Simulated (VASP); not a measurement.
# Cd2Br (R3m) in VASP: notebook, part 2 of 2

VASP 6.6.1. Earlier steps stand in the parts before.

### 3 Single point, PBE

This run uses another cell than the first one, of 28.22 Å³/atom, 1.172 times its volume.

File INCAR:

```
SYSTEM = Cd2Br
PREC = Accurate ; ENCUT = 520
EDIFF = 1E-6 ; ISMEAR = 0
SIGMA = 0.1 ; LREAL = .FALSE.
LASPH = .TRUE. ; NELM = 60
ALGO = Normal ; ISIF = 2
LWAVE = .FALSE. ; LCHARG = .TRUE.
GGA = PE ; LELF = .TRUE.
LVHAR = .TRUE. ; NBANDS = 22
```

File KPOINTS:

```
Automatic mesh
0
G
  6 6 6
  0 0 0
```

File POSCAR:

```
Cd2Br
1.0
    2.0083235172      1.1595061233      6.0585442822
   -2.0083235172      1.1595061233      6.0585442822
    0.0000000000     -2.3190122465      6.0585442822
Cd Br
2 1
Direct
    0.7823244814      0.7823244814      0.7823244814
    0.5472385901      0.5472385901      0.5472385901
    0.0037369285      0.0037369285      0.0037369285
```

Potentials or basis: VASP PAW PBE potentials, release 64 (Cd, Br).

Started as:

```sh
$ cat potpaw_PBE.64/Cd/POTCAR potpaw_PBE.64/Br/POTCAR > POTCAR
$ mpirun -np 1 vasp_std > vasp.out
```

OUTCAR:

```text
SYSTEM = Cd2Br
   PREC = Accurate
   ENCUT = 520
   EDIFF = 1E-6
   ISMEAR = 0
   LREAL = .FALSE.
   LASPH = .TRUE.
   NELM = 60
   ISIF = 2
   GGA = PE

 ion  position               nearest neighbor table
   1  0.782  0.782  0.782-   2 2.93   2 2.93   2 2.93   3 3.08   3 3.08   3 3.08
   2  0.547  0.547  0.547-   1 2.93   1 2.93   1 2.93   3 3.22   3 3.22   3 3.22
   3  0.004  0.004  0.004-   1 3.08   1 3.08   1 3.08   2 3.22   2 3.22   2 3.22

  LATTYP: Found a trigonal (rhomboedric) cell.
 ALAT       =     6.4872009849
 COS(alpha) =     0.8083174243

  Lattice vectors:

 A1 = (   2.0083235172,   1.1595061233,   6.0585442822)
 A2 = (  -2.0083235172,   1.1595061233,   6.0585442822)
 A3 = (   0.0000000000,  -2.3190122465,   6.0585442822)

Analysis of symmetry for initial positions (statically):
=====================================================================
 Subroutine PRICEL returns:
 Original cell was already a primitive cell.

 Routine SETGRP: Setting up the symmetry group for a
 trigonal (rhombohedral) supercell.

 Subroutine GETGRP returns: Found  6 space group operations
 (whereof  6 operations were pure point group operations)
 out of a pool of 12 trial point group operations.

The static configuration has the point symmetry C_3v.

Analysis of symmetry for dynamics (positions and initial velocities):
=====================================================================
 Subroutine PRICEL returns:
 Original cell was already a primitive cell.

 Routine SETGRP: Setting up the symmetry group for a
 trigonal (rhombohedral) supercell.

 Subroutine GETGRP returns: Found  6 space group operations
 (whereof  6 operations were pure point group operations)
 out of a pool of 12 trial point group operations.

The dynamic configuration has the point symmetry C_3v.

 Subroutine INISYM returns: Found  6 space group operations
 (whereof  6 operations are pure point group operations),
 and found     1 'primitive' translations

----------------------------------------------------------------------------------------

                                     Primitive cell

  volume of cell :      84.6499

  direct lattice vectors                    reciprocal lattice vectors
     2.008323517  1.159506123  6.058544282     0.248963872  0.143739359  0.055018717
    -2.008323517  1.159506123  6.058544282    -0.248963872  0.143739359  0.055018717
     0.000000000 -2.319012246  6.058544282     0.000000000 -0.287478718  0.055018717

  length of vectors
     6.487200985  6.487200985  6.487200985     0.292696212  0.292696212  0.292696212

  position of ions in fractional coordinates (direct lattice)
     0.782324481  0.782324481  0.782324481
     0.547238590  0.547238590  0.547238590
     0.003736928  0.003736928  0.003736928

  ion indices of the primitive-cell ions
   primitive index   ion index
                 1           1
                 2           2
                 3           3

----------------------------------------------------------------------------------------

 KPOINTS: Automatic mesh

Automatic generation of k-mesh.
 Grid dimensions read from file:
 generate k-points for:    6    6    6

 Generating k-lattice:

  Cartesian coordinates                     Fractional coordinates (reciprocal lattice)
     0.041493979  0.023956560  0.009169786     0.166666667  0.000000000  0.000000000
    -0.041493979  0.023956560  0.009169786     0.000000000  0.166666667  0.000000000
     0.000000000 -0.047913120  0.009169786    -0.000000000 -0.000000000  0.166666667

  Length of vectors
     0.048782702  0.048782702  0.048782702

  Shift w.r.t. Gamma in fractional coordinates (k-lattice)
     0.000000000  0.000000000  0.000000000

 Subroutine IBZKPT returns following result:
 ===========================================

 Found     32 irreducible k-points:

 Following reciprocal coordinates:
            Coordinates               Weight
  0.000000  0.000000  0.000000      1.000000
  0.166667  0.000000 -0.000000      6.000000
  0.333333  0.000000  0.000000      6.000000
  0.500000  0.000000  0.000000      3.000000
  0.166667  0.166667 -0.000000      6.000000
  0.333333  0.166667  0.000000     12.000000
[... 16 lines left out ...]
  0.500000  0.500000  0.166667      6.000000
 -0.333333  0.500000  0.166667     12.000000
 [... further k-points ...]
   k-points           NKPTS =     32   k-points in BZ     NKDIM =     32   number of bands    NBANDS=     22
   number of dos      NEDOS =    301   number of ions     NIONS =      3
   total plane-waves  NPLWV = 110592
   dimension x,y,z NGX =    48 NGY =   48 NGZ =   48
   dimension x,y,z NGXF=    96 NGYF=   96 NGZF=   96
   ions per type =               2   1
   NGX,Y,Z   is equivalent  to a cutoff of  12.30, 12.30, 12.30 a.u.
   NGXF,Y,Z  is equivalent  to a cutoff of  24.60, 24.60, 24.60 a.u.
 SYSTEM =  Cd2Br
   PREC   = accura    normal or accurate (medium, high low for compatibility)
   ISTART =      0    job   : 0-new  1-cont  2-samecut
   ICHARG =      2    charge: 1-file 2-atom 10-const
   ISPIN  =      1    spin polarized calculation?
   LNONCOLLINEAR =      F non collinear calculations
   LSORBIT =      F    spin-orbit coupling
   LASPH  =      T    aspherical Exc in radial PAW
   ENCUT  =  520.0 eV  38.22 Ry    6.18 a.u.  12.06 12.06 12.06*2*pi/ulx,y,z
   NELM   =     60;   NELMIN=  2; NELMDL= -5     # of ELM steps
   EDIFF  = 0.1E-05   stopping-criterion for ELM
   LREAL  =      F    real-space projection
   EDIFFG = 0.1E-04   stopping-criterion for IOM
   NSW    =      0    number of steps for IOM
   IBRION =     -1    ionic relax: 0-MD 1-quasi-New 2-CG
   NFREE  =      0    steps in history (QN), initial steepest desc. (CG)
   ISIF   =      2    stress and relaxation
   ISYM   =      2    0-nonsym 1-usesym 2-fastsym
   POTIM  = 0.5000    time-step for ionic-motion
   TEBEG  =    0.0;   TEEND  =   0.0 temperature during run
   PSTRESS=    0.0 pullay stress
   NELECT =      31.0000    total number of electrons
   NUPDOWN=      -1.0000    fix difference up-down
   EMIN   =  10.00;   EMAX   =-10.00  energy-range for DOS
   EFERMI =   0.00;   METHOD = LEGACY
   ISMEAR =     0;   SIGMA  =   0.10  broadening in eV -4-tet -1-fermi 0-gaus
   EFERMI_NEDOS =   21; number of points for ismear=-14 and -15
   IALGO  =     38    algorithm
   IMIX   =      4    mixing-type and parameters
     AMIX     =   0.40;   BMIX     =  1.00
     AMIX_MAG =   1.60;   BMIX_MAG =  1.00
  volume/ion in A,a.u.               =      28.22       190.42
  Fermi-wavevector in a.u.,A,eV,Ry     =   1.171260  2.213360 18.665152  1.371850
  Thomas-Fermi vector in A             =   2.307706
   LORBIT       =      0    0 simple, 1 ext, 2 COOP (PROOUT), +10 PAW based schemes
   GGA     = PE    functional components
   LHFCALC =     F    Hartree Fock is set to
   AEXX    =    0.0000 exact exchange contribution
   IVDW    =     0    specifies the selected vdW correction
   LEPSILON=     F    determine dielectric tensor
   LRPA    =     F    only Hartree local field effects (RPA)
 non-spin polarized calculation
 Gauss-broadening in eV      SIGMA  =   0.10
  energy-cutoff  :      520.00
  volume of cell :       84.65
 maximum number of plane-waves:      2307
   NGX = 25   NGY = 25   NGZ = 25

 number of electron      31.0000001 magnetization

 Free energy of the ion-electron system (eV)
  ---------------------------------------------------
  ext. energy  EPLUGINS =         0.00000000
  ---------------------------------------------------
  free energy    TOTEN  =        -3.94623529 eV

  energy without entropy =       -3.94067389  energy(sigma->0) =       -3.94345459

 E-fermi :   1.8380     XC(G=0):  -9.2753

 val. band max:        1.8221643830   @ k =  -0.3333   0.5000   0.1667
 cond. band min:       1.8987993908   @ k =   0.5000   0.5000   0.3333
 fundamental gap:      0.0766350078
 Fermi energy:         1.8379726420

 k-point     1 :       0.0000    0.0000    0.0000
  band No.  band energies     occupation
      1     -13.8761      2.00000
      2      -7.2599      2.00000
      3      -7.2599      2.00000
      4      -7.1043      2.00000
      5      -7.0183      2.00000
      6      -7.0183      2.00000
[... 574 lines left out ...]
      6      -6.7990      2.00000
[... 14 lines left out ...]
     21       8.2730      0.00000
     22      10.0659      0.00000

 [... further k-points ...]

------------------------ aborting loop because EDIFF is reached ----------------------------------------

  FORCE on cell =-STRESS in cart. coord.  units (eV):
  Direction    XX          YY          ZZ          XY          YZ          ZX
  --------------------------------------------------------------------------------------
  -------------------------------------------------------------------------------------
  Total        0.1973315      0.1973315      0.1233848      0.0000000      0.0000000      0.0000000
  in kB        3.7349158      3.7349158      2.3353184      0.0000000      0.0000000      0.0000000
  external PRESSURE =       3.2683833 kB  Pullay stress =       0.0000000 kB

 VOLUME and BASIS-vectors are now :
 -----------------------------------------------------------------------------
  energy-cutoff  :      520.00
  volume of cell :       84.65
      direct lattice vectors                 reciprocal lattice vectors
     2.008323517  1.159506123  6.058544282     0.248963872  0.143739359  0.055018717
    -2.008323517  1.159506123  6.058544282    -0.248963872  0.143739359  0.055018717
     0.000000000 -2.319012246  6.058544282     0.000000000 -0.287478718  0.055018717

 POSITION                                       TOTAL-FORCE (eV/Angst)
 -----------------------------------------------------------------------------------
      0.00000      0.00000     14.21924         0.000000     -0.000000     -0.009163
      0.00000      0.00000      9.94641         0.000000      0.000000      0.010603
      0.00000      0.00000      0.06792         0.000000     -0.000000     -0.001439
 -----------------------------------------------------------------------------------
    total drift:                               -0.000000     -0.000000     -0.000191

  FREE ENERGIE OF THE ION-ELECTRON SYSTEM (eV)
  ---------------------------------------------------
  free  energy   TOTEN  =        -3.9462352883 eV

  energy  without entropy=       -3.9406738892  energy(sigma->0) =       -3.94345459
```

OSZICAR:

```text
N       E                     dE             d eps       ncg     rms          rms(c)
DAV:   1     0.209551903127E+03    0.20955E+03   -0.14998E+04  1408   0.128E+03
DAV:   2     0.455978470367E+01   -0.20499E+03   -0.19440E+03  1560   0.330E+02
DAV:   3    -0.421449164342E+01   -0.87743E+01   -0.87031E+01  1672   0.680E+01
DAV:   4    -0.426362071557E+01   -0.49129E-01   -0.49121E-01  1534   0.485E+00
DAV:   5    -0.426384756282E+01   -0.22685E-03   -0.22684E-03  1720   0.320E-01    0.523E+00
DAV:   6    -0.397116622044E+01    0.29268E+00   -0.49246E-01  1708   0.606E+00    0.351E+00
DAV:   7    -0.394690003588E+01    0.24266E-01   -0.16797E-01  1624   0.221E+00    0.142E+00
DAV:   8    -0.394618881138E+01    0.71122E-03   -0.12809E-02  1558   0.105E+00    0.213E-01
DAV:   9    -0.394615841955E+01    0.30392E-04   -0.14147E-03  1702   0.316E-01    0.554E-02
DAV:  10    -0.394621471762E+01   -0.56298E-04   -0.13352E-04  1516   0.969E-02    0.399E-02
DAV:  11    -0.394623543420E+01   -0.20717E-04   -0.24138E-05  1600   0.403E-02    0.989E-03
DAV:  12    -0.394623528832E+01    0.14588E-06   -0.27986E-06  1368   0.108E-02
   1 F= -.39462353E+01 E0= -.39434546E+01  d E =-.556140E-02
```

Run time: 72 s. Hardware: 1 thread of Intel Xeon Platinum 8488C (Sapphire Rapids), shared host; peak memory 0.33 GiB.

What came out:

- Free energy: -3.9462 eV
- Pressure: 0.3 GPa
- Largest force: 0.011 eV/Å

Forces on the atoms (eV/Å):
```
Cd   0.000  0.000 -0.009
Cd   0.000  0.000  0.011
Br   0.000  0.000 -0.001
```

Caveat: an odd number of electrons without spin polarisation forces a metal; a magnetic or distorted state may lie lower.
